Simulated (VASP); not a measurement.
# MgF2 (P4_2/mnm) in VASP: further runs, part 2 of 3

VASP 6.6.1.

**3. Single point, HSE06 (strain +4.0%)**

POSCAR reads:

```
MgF2
1.0
    4.8068966344      0.0000000000      0.0000000000
    0.0000000000      4.8068966344      0.0000000000
    0.0000000000      0.0000000000      3.1679562299
Mg F
2 4
Direct
    0.0000000000      0.0000000000      0.0000000000
    0.5000000000      0.5000000000      0.5000000000
    0.3061403296      0.3061403296      0.0000000000
    0.1938596704      0.8061403296      0.5000000000
    0.8061403296      0.1938596704      0.5000000000
    0.6938596704      0.6938596704      0.0000000000
```

INCAR.step1 reads:

```
SYSTEM = MgF2
PREC = Accurate ; ENCUT = 520
EDIFF = 1E-5 ; ISMEAR = 0
SIGMA = 0.01 ; LREAL = .FALSE.
LASPH = .TRUE. ; NELM = 120
ALGO = Normal ; ISIF = 2
LWAVE = .TRUE. ; GGA = PE
NBANDS = 25 ; GGA_COMPAT = .FALSE.
KPAR = 4
```

INCAR.step2 reads:

```
SYSTEM = MgF2
PREC = Accurate ; ENCUT = 520
EDIFF = 1E-6 ; ISMEAR = 0
SIGMA = 0.01 ; LREAL = .FALSE.
LASPH = .TRUE. ; NELM = 120
ALGO = Normal ; ISIF = 2
LWAVE = .FALSE. ; LCHARG = .TRUE.
GGA = PE ; LHFCALC = .TRUE.
HFSCREEN = 0.2079 ; PRECFOCK = Normal
LVHAR = .TRUE. ; ISTART = 1
NBANDS = 25 ; GGA_COMPAT = .FALSE.
KPAR = 4
```

KPOINTS reads:

```
Automatic mesh
0
G
  4 4 6
  0 0 0
```

Potentials or basis: VASP PAW PBE potentials, release 64 (Mg, F).

On the command line:

```
cat potpaw_PBE.64/Mg/POTCAR potpaw_PBE.64/F/POTCAR > POTCAR
cp INCAR.step1 INCAR
mpirun -np 4 vasp_std > vasp.out
cp INCAR.step2 INCAR
mpirun -np 4 vasp_std > vasp.out
```

OUTCAR:

```text
SYSTEM = MgF2
   PREC = Accurate
   ENCUT = 520
   EDIFF = 1E-6
   ISMEAR = 0
   LREAL = .FALSE.
   LASPH = .TRUE.
   NELM = 120
   ISIF = 2
   GGA = PE
   LHFCALC = .TRUE.
   HFSCREEN = 0.2079
   PRECFOCK = Normal
   ISTART = 1

 ion  position               nearest neighbor table
   1  0.000  0.000  0.000-   4 2.06   5 2.06   4 2.06   5 2.06   3 2.08   6 2.08
   2  0.500  0.500  0.500-   3 2.06   6 2.06   3 2.06   6 2.06   5 2.08   4 2.08
[... 890 lines left out ...]
  --------------------------------------------------------------------------------------
  -------------------------------------------------------------------------------------
  Total       -3.8247619     -3.8247619     -4.6669211      0.0000000      0.0000000      0.0000000
  in kB      -83.7155724    -83.7155724   -102.1485722      0.0000000      0.0000000      0.0000000
  external PRESSURE =     -89.8599057 kB  Pullay stress =       0.0000000 kB

 VOLUME and BASIS-vectors are now :
 -----------------------------------------------------------------------------
  energy-cutoff  :      520.00
  volume of cell :       73.20
      direct lattice vectors                 reciprocal lattice vectors
     4.806896634  0.000000000  0.000000000     0.208034430  0.000000000  0.000000000
     0.000000000  4.806896634  0.000000000     0.000000000  0.208034430  0.000000000
     0.000000000  0.000000000  3.167956230     0.000000000  0.000000000  0.315660927

 POSITION                                       TOTAL-FORCE (eV/Angst)
 -----------------------------------------------------------------------------------
      0.00000      0.00000      0.00000         0.000000      0.000000      0.000000
      2.40345      2.40345      1.58398         0.000000      0.000000      0.000000
      1.47158      1.47158      0.00000         0.012208      0.012208     -0.000000
      0.93186      3.87503      1.58398        -0.012208      0.012208      0.000000
      3.87503      0.93186      1.58398         0.012208     -0.012208      0.000000
      3.33531      3.33531      0.00000        -0.012208     -0.012208      0.000000
 -----------------------------------------------------------------------------------
    total drift:                                0.000295     -0.000290     -0.000133

  FREE ENERGIE OF THE ION-ELECTRON SYSTEM (eV)
  ---------------------------------------------------
  free  energy   TOTEN  =       -38.0876743884 eV

  energy  without entropy=      -38.0876743884  energy(sigma->0) =      -38.08767439
```

OUTCAR.step1:

```text
SYSTEM = MgF2
   PREC = Accurate
   ENCUT = 520
   EDIFF = 1E-5
   ISMEAR = 0
   LREAL = .FALSE.
   LASPH = .TRUE.
   NELM = 120
[... 908 lines left out ...]
      0.93186      3.87503      1.58398         0.022063     -0.022063      0.000000
      3.87503      0.93186      1.58398        -0.022063      0.022063     -0.000000
      3.33531      3.33531      0.00000         0.022063      0.022063     -0.000000
 -----------------------------------------------------------------------------------
    total drift:                                0.000000      0.000000      0.000000

  FREE ENERGIE OF THE ION-ELECTRON SYSTEM (eV)
  ---------------------------------------------------
  free  energy   TOTEN  =       -31.4398470005 eV

  energy  without entropy=      -31.4398470005  energy(sigma->0) =      -31.43984700
```

OSZICAR.step1:

```text
N       E                     dE             d eps       ncg     rms          rms(c)
DAV:   1     0.163481471552E+03    0.16348E+03   -0.17583E+04  1280   0.119E+03
DAV:   2    -0.255897529150E+02   -0.18907E+03   -0.18170E+03  1466   0.277E+02
DAV:   3    -0.340714627608E+02   -0.84817E+01   -0.84551E+01  1548   0.576E+01
DAV:   4    -0.341180922445E+02   -0.46629E-01   -0.46623E-01  1302   0.488E+00
DAV:   5    -0.341183320504E+02   -0.23981E-03   -0.23980E-03  1443   0.344E-01    0.100E+01
DAV:   6    -0.314073083507E+02    0.27110E+01   -0.87353E+00  1368   0.207E+01    0.314E+00
DAV:   7    -0.314150462714E+02   -0.77379E-02   -0.75543E-02  1215   0.187E+00    0.195E+00
DAV:   8    -0.314389378460E+02   -0.23892E-01   -0.73097E-02  1223   0.250E+00    0.209E-01
DAV:   9    -0.314392976286E+02   -0.35978E-03   -0.14286E-03  1515   0.257E-01    0.821E-02
DAV:  10    -0.314398451454E+02   -0.54752E-03   -0.40205E-04  1215   0.149E-01    0.106E-02
DAV:  11    -0.314398470005E+02   -0.18551E-05   -0.59662E-06  1192   0.204E-02
   1 F= -.31439847E+02 E0= -.31439847E+02  d E =-.138484E-16
```

Wall time 16 min (4 MPI ranks of Intel Xeon Platinum 8559C (Emerald Rapids), shared host); peak memory 0.31 GiB.

What came out:

```yaml
Free_energy: -38.0877 eV
Pressure: -9.0 GPa
Largest_force: 0.017 eV/Å
Band_gap_on_the_k_mesh: 8.60 eV, direct
```

Forces in eV/Å, atoms in the order of the input:
```
Mg   0.000  0.000  0.000
Mg   0.000  0.000  0.000
F    0.012  0.012  0.000
F   -0.012  0.012  0.000
F    0.012 -0.012  0.000
F   -0.012 -0.012  0.000
```

Levels at points of the mesh, in eV from the valence-band top:
```
           k point  band 14  band 15  band 16  band 17  band 18  band 19
(0.00, 0.00, 0.00)    -0.25    -0.25     0.00     8.60    13.86    13.86
(0.50, 0.00, 0.00)    -0.86    -0.33    -0.33    10.93    10.93    15.03
(0.50, 0.50, 0.00)    -0.76    -0.67    -0.67    12.48    12.48    12.82
(0.00, 0.00, 0.50)    -0.96    -0.76    -0.76    13.29    13.29    16.62
(0.50, 0.00, 0.50)    -0.63    -0.57    -0.57    14.29    14.29    14.77
(0.50, 0.50, 0.50)    -0.53    -0.44    -0.44    14.61    14.61    14.95
```

Caveat: the cell differs from its parent crystal (strain +4.0%); the PAW data sets were made with another functional, which shifts forces and pressure a little.

**4. Single point, r2SCAN (strain +3.0%)**

POSCAR reads:

```
MgF2
1.0
    4.7606764744      0.0000000000      0.0000000000
    0.0000000000      4.7606764744      0.0000000000
    0.0000000000      0.0000000000      3.1374951123
Mg F
2 4
Direct
    0.0000000000      0.0000000000      0.0000000000
    0.5000000000      0.5000000000      0.5000000000
    0.3051635042      0.3051635042      0.0000000000
    0.1948364958      0.8051635042      0.5000000000
    0.8051635042      0.1948364958      0.5000000000
    0.6948364958      0.6948364958      0.0000000000
```

INCAR.step1 reads:

```
PREC = Accurate
ENCUT = 660
ISMEAR = 0
SIGMA = 0.01
LREAL = False
LASPH = True
NELM = 120
NBANDS = 25
GGA = PE
ALGO = Normal
EDIFF = 1E-5
LWAVE = True
LCHARG = False
GGA_COMPAT = False
```

INCAR.step2 reads:

```
PREC = Accurate
ENCUT = 660
EDIFF = 1E-6
ISMEAR = 0
SIGMA = 0.01
LREAL = False
LASPH = True
NELM = 120
ALGO = Normal
ISIF = 2
LWAVE = False
LCHARG = False
METAGGA = R2SCAN
LMIXTAU = True
NBANDS = 25
ISTART = 1
GGA_COMPAT = False
```

KPOINTS reads:

```
Automatic mesh
0
Gamma
  6 6 8
```

Potentials or basis: VASP PAW PBE potentials, release 64 (Mg, F).

On the command line:

```
cat potpaw_PBE.64/Mg/POTCAR potpaw_PBE.64/F/POTCAR > POTCAR
cp INCAR.step1 INCAR
mpirun -np 1 vasp_std > vasp.out
cp INCAR.step2 INCAR
mpirun -np 1 vasp_std > vasp.out
```

OUTCAR:

```text
PREC = Accurate
   ENCUT = 660
   EDIFF = 1E-6
   ISMEAR = 0
   LREAL = False
   LASPH = True
   NELM = 120
   ISIF = 2
   METAGGA = R2SCAN
   ISTART = 1

 ion  position               nearest neighbor table
   1  0.000  0.000  0.000-   4 2.04   5 2.04   4 2.04   5 2.04   3 2.05   6 2.05
   2  0.500  0.500  0.500-   3 2.04   6 2.04   3 2.04   6 2.04   5 2.05   4 2.05
   3  0.305  0.305  0.000-   2 2.04   2 2.04   1 2.05
   4  0.195  0.805  0.500-   1 2.04   1 2.04   2 2.05
   5  0.805  0.195  0.500-   1 2.04   1 2.04   2 2.05
   6  0.695  0.695  0.000-   2 2.04   2 2.04   1 2.05

  LATTYP: Found a simple tetragonal cell.
 ALAT       =     4.7606764744
 C/A-ratio  =     0.6590439676

  Lattice vectors:

 A1 = (   4.7606764744,   0.0000000000,   0.0000000000)
 A2 = (   0.0000000000,   4.7606764744,   0.0000000000)
 A3 = (   0.0000000000,   0.0000000000,   3.1374951123)

Analysis of symmetry for initial positions (statically):
=====================================================================
 Subroutine PRICEL returns:
 Original cell was already a primitive cell.

 Routine SETGRP: Setting up the symmetry group for a
 simple tetragonal supercell.

 Subroutine GETGRP returns: Found 16 space group operations
 (whereof  8 operations were pure point group operations)
 out of a pool of 16 trial point group operations.

The static configuration has the point symmetry D_2h.
 The point group associated with its full space group is D_4h.

Analysis of symmetry for dynamics (positions and initial velocities):
=====================================================================
 Subroutine PRICEL returns:
 Original cell was already a primitive cell.

 Routine SETGRP: Setting up the symmetry group for a
 simple tetragonal supercell.

 Subroutine GETGRP returns: Found 16 space group operations
 (whereof  8 operations were pure point group operations)
 out of a pool of 16 trial point group operations.

The dynamic configuration has the point symmetry D_2h.
 The point group associated with its full space group is D_4h.

 Subroutine INISYM returns: Found 16 space group operations
 (whereof  8 operations are pure point group operations),
 and found     1 'primitive' translations

----------------------------------------------------------------------------------------

                                     Primitive cell

  volume of cell :      71.1083

  direct lattice vectors                    reciprocal lattice vectors
     4.760676474  0.000000000  0.000000000     0.210054181  0.000000000  0.000000000
     0.000000000  4.760676474  0.000000000     0.000000000  0.210054181  0.000000000
     0.000000000  0.000000000  3.137495112     0.000000000  0.000000000  0.318725596

  length of vectors
     4.760676474  4.760676474  3.137495112     0.210054181  0.210054181  0.318725596

  position of ions in fractional coordinates (direct lattice)
     0.000000000  0.000000000  0.000000000
     0.500000000  0.500000000  0.500000000
     0.305163504  0.305163504  0.000000000
     0.194836496  0.805163504  0.500000000
     0.805163504  0.194836496  0.500000000
     0.694836496  0.694836496  0.000000000

  ion indices of the primitive-cell ions
   primitive index   ion index
                 1           1
                 2           2
[... 25 lines left out ...]

 Subroutine IBZKPT returns following result:
 ===========================================

 Found     50 irreducible k-points:

 Following reciprocal coordinates:
            Coordinates               Weight
  0.000000  0.000000  0.000000      1.000000
  0.166667  0.000000  0.000000      4.000000
  0.333333  0.000000  0.000000      4.000000
  0.500000  0.000000  0.000000      2.000000
  0.166667  0.166667  0.000000      4.000000
  0.333333  0.166667  0.000000      8.000000
[... 16 lines left out ...]
  0.333333  0.000000  0.250000      8.000000
  0.500000  0.000000  0.250000      4.000000
 [... further k-points ...]
   k-points           NKPTS =     50   k-points in BZ     NKDIM =     50   number of bands    NBANDS=     25
   number of dos      NEDOS =    301   number of ions     NIONS =      6
   total plane-waves  NPLWV =  44800
   dimension x,y,z NGX =    40 NGY =   40 NGZ =   28
   dimension x,y,z NGXF=    80 NGYF=   80 NGZF=   56
   ions per type =               2   4
   NGX,Y,Z   is equivalent  to a cutoff of  13.97, 13.97, 14.84 a.u.
   NGXF,Y,Z  is equivalent  to a cutoff of  27.94, 27.94, 29.67 a.u.
 SYSTEM =  unknown system
   PREC   = accura    normal or accurate (medium, high low for compatibility)
   ISTART =      1    job   : 0-new  1-cont  2-samecut
   ICHARG =      0    charge: 1-file 2-atom 10-const
   ISPIN  =      1    spin polarized calculation?
   LNONCOLLINEAR =      F non collinear calculations
   LSORBIT =      F    spin-orbit coupling
   LASPH  =      T    aspherical Exc in radial PAW
   ENCUT  =  660.0 eV  48.51 Ry    6.96 a.u.   9.97  9.97  6.57*2*pi/ulx,y,z
   NELM   =    120;   NELMIN=  2; NELMDL=  0     # of ELM steps
   EDIFF  = 0.1E-05   stopping-criterion for ELM
   LREAL  =      F    real-space projection
   EDIFFG = 0.1E-04   stopping-criterion for IOM
   NSW    =      0    number of steps for IOM
   IBRION =     -1    ionic relax: 0-MD 1-quasi-New 2-CG
   NFREE  =      0    steps in history (QN), initial steepest desc. (CG)
   ISIF   =      2    stress and relaxation
   ISYM   =      2    0-nonsym 1-usesym 2-fastsym
   POTIM  = 0.5000    time-step for ionic-motion
   TEBEG  =    0.0;   TEEND  =   0.0 temperature during run
   PSTRESS=    0.0 pullay stress
   NELECT =      32.0000    total number of electrons
   NUPDOWN=      -1.0000    fix difference up-down
   EMIN   =  10.00;   EMAX   =-10.00  energy-range for DOS
   EFERMI =   0.00;   METHOD = LEGACY
   ISMEAR =     0;   SIGMA  =   0.01  broadening in eV -4-tet -1-fermi 0-gaus
   EFERMI_NEDOS =   21; number of points for ismear=-14 and -15
   IALGO  =     38    algorithm
   IMIX   =      4    mixing-type and parameters
     AMIX     =   0.40;   BMIX     =  1.00
     AMIX_MAG =   1.60;   BMIX_MAG =  1.00
  volume/ion in A,a.u.               =      11.85        79.98
  Fermi-wavevector in a.u.,A,eV,Ry     =   1.254541  2.370738 21.413827  1.573872
  Thomas-Fermi vector in A             =   2.388340
   LORBIT       =      0    0 simple, 1 ext, 2 COOP (PROOUT), +10 PAW based schemes
   METAGGA = R2SCAN    functional components
   LHFCALC =     F    Hartree Fock is set to
   AEXX    =    0.0000 exact exchange contribution
   IVDW    =     0    specifies the selected vdW correction
   LEPSILON=     F    determine dielectric tensor
   LRPA    =     F    only Hartree local field effects (RPA)
 non-spin polarized calculation
 Gauss-broadening in eV      SIGMA  =   0.01
  energy-cutoff  :      660.00
  volume of cell :       71.11
 maximum number of plane-waves:      2764
 NGX is ok and might be reduce to    40
   NGX = 19   NGY = 19   NGZ = 13

 number of electron      31.9999988 magnetization

 Free energy of the ion-electron system (eV)
  ---------------------------------------------------
  ext. energy  EPLUGINS =         0.00000000
  ---------------------------------------------------
  free energy    TOTEN  =       -43.67194601 eV

  energy without entropy =      -43.67194601  energy(sigma->0) =      -43.67194601

 E-fermi :  -2.2719     XC(G=0):  -9.8003

 val. band max:       -2.3557536904   @ k =   0.0000   0.0000   0.0000
 cond. band min:       5.0771143628   @ k =   0.0000   0.0000   0.0000
 fundamental gap:      7.4328680532
 Fermi energy:        -2.2718714470

 k-point     1 :       0.0000    0.0000    0.0000
  band No.  band energies     occupation
      1     -23.9173      2.00000
      2     -23.2744      2.00000
      3     -23.2744      2.00000
      4     -23.2202      2.00000
      5      -6.0582      2.00000
      6      -4.5128      2.00000
[... 661 lines left out ...]
     24      14.1229      0.00000
     25      15.8393      0.00000

 [... further k-points ...]
[... 5 lines left out ...]
  --------------------------------------------------------------------------------------
  -------------------------------------------------------------------------------------
  Total       -3.7996512     -3.7996512     -4.3845950     -0.0000000      0.0000000      0.0000000
  in kB      -85.6118575    -85.6118575    -98.7915198     -0.0000000      0.0000000      0.0000000
  external PRESSURE =     -90.0050782 kB  Pullay stress =       0.0000000 kB

 VOLUME and BASIS-vectors are now :
 -----------------------------------------------------------------------------
  energy-cutoff  :      660.00
  volume of cell :       71.11
      direct lattice vectors                 reciprocal lattice vectors
     4.760676474  0.000000000  0.000000000     0.210054181  0.000000000  0.000000000
     0.000000000  4.760676474  0.000000000     0.000000000  0.210054181  0.000000000
     0.000000000  0.000000000  3.137495112     0.000000000  0.000000000  0.318725596

 POSITION                                       TOTAL-FORCE (eV/Angst)
 -----------------------------------------------------------------------------------
      0.00000      0.00000      0.00000        -0.000000      0.000000      0.000000
      2.38034      2.38034      1.56875        -0.000000      0.000000      0.000000
      1.45278      1.45278      0.00000         0.004586      0.004586      0.000000
      0.92755      3.83312      1.56875        -0.004586      0.004586      0.000000
      3.83312      0.92755      1.56875         0.004586     -0.004586     -0.000000
      3.30789      3.30789      0.00000        -0.004586     -0.004586     -0.000000
 -----------------------------------------------------------------------------------
    total drift:                                0.000000      0.000000     -0.000000

  FREE ENERGIE OF THE ION-ELECTRON SYSTEM (eV)
  ---------------------------------------------------
  free  energy   TOTEN  =       -43.6719460061 eV

  energy  without entropy=      -43.6719460061  energy(sigma->0) =      -43.67194601
```

Run time: 4.6 min. Hardware: 1 thread of Intel Xeon Platinum 8259CL at 2.50GHz (Skylake/Cascade Lake), shared host; peak memory 0.28 GiB.

Results:

```yaml
Free_energy: -43.6719 eV
Pressure: -9.0 GPa
Largest_force: 0.006 eV/Å
Band_gap_on_the_k_mesh: 7.43 eV, direct
```

Forces on the atoms (eV/Å):
```
Mg   0.000  0.000  0.000
Mg   0.000  0.000  0.000
F    0.005  0.005  0.000
F   -0.005  0.005  0.000
F    0.005 -0.005  0.000
F   -0.005 -0.005  0.000
```

Levels at points of the mesh, in eV from the valence-band top:
| k point | band 14 | band 15 | band 16 | band 17 | band 18 | band 19 |
| --- | --- | --- | --- | --- | --- | --- |
| (0.00, 0.00, 0.00) | -0.30 | -0.30 | 0.00 | 7.43 | 12.67 | 12.67 |
| (0.50, 0.00, 0.00) | -0.92 | -0.34 | -0.34 | 9.77 | 9.77 | 13.88 |
| (0.50, 0.50, 0.00) | -0.83 | -0.68 | -0.68 | 11.41 | 11.41 | 11.58 |
| (0.00, 0.00, 0.50) | -0.98 | -0.76 | -0.76 | 12.11 | 12.11 | 15.41 |
| (0.50, 0.00, 0.50) | -0.67 | -0.59 | -0.59 | 13.09 | 13.09 | 13.67 |
| (0.50, 0.50, 0.50) | -0.54 | -0.46 | -0.46 | 13.63 | 13.63 | 13.73 |

Caveat: the cell differs from its parent crystal (strain +3.0%); the PAW data sets were made with another functional, which shifts forces and pressure a little. A k mesh can miss the band edges.

[end of part 2 of 3]
